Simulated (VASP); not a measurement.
Input of a VASP 6.6.1 run:

INCAR

```
SYSTEM = BaTiO3
PREC = Accurate
ENCUT = 520
EDIFF = 1E-8
ISMEAR = -1
SIGMA = 0.03
LREAL = .False.
LASPH = .True.
NELM = 80
ALGO = Normal
ISIF = 2
LWAVE = .False.
LCHARG = .False.
GGA = PE
LEFG = .True.
NBANDS = 28
```

Contents of KPOINTS:

```
Automatic mesh
0
Gamma
  7 7 7
  0 0 0
```

The input POSCAR:

```
BaTiO3
1.0
    3.8798060000      0.0000000000      0.0000000000
    0.0000000000      3.8798060000      0.0000000000
    0.0000000000      0.0000000000      4.0180000000
Ba Ti O
1 1 3
Direct
    0.0000000000      0.0000000000      0.0000000000
    0.5000000000      0.5000000000      0.5000000000
    0.5000000000      0.5000000000      0.0000000000
    0.5000000000      0.0000000000      0.5000000000
    0.0000000000      0.5000000000      0.5000000000
```

Potentials or basis: VASP PAW PBE potentials, release 64 (Ba_sv, Ti_sv, O).

Run with:

```sh
$ cat potpaw_PBE.64/Ba_sv/POTCAR potpaw_PBE.64/Ti_sv/POTCAR potpaw_PBE.64/O/POTCAR > POTCAR
$ mpirun -np 1 vasp_std > vasp.out
```

**Question.** What does it give for the pressure?

**Answer.** 16.1 GPa.

**Question.** Estimate the band gap on the k mesh.

**Answer.** 1.89 eV, indirect (least direct gap 1.90 eV).

Electric field gradients, principal values (V/Å²):
```csv
atom,least,middle,greatest (by size)
1 Ba,-4.487,-4.487,8.973
2 Ti,-16.375,-16.375,32.750
3 O,-15.456,-15.456,30.912
4 O,-0.868,-12.913,13.781
5 O,-0.868,-12.913,13.781
```

Caveat: the cell differs from its parent crystal (equal xx and yy strain of -3 %); without QUAD_EFG the Cq values of the log hold for a quadrupole moment of 1 mb, not for the nuclei; spin-orbit coupling is left out, which moves the levels of the heavy elements. A k mesh can miss the band edges.
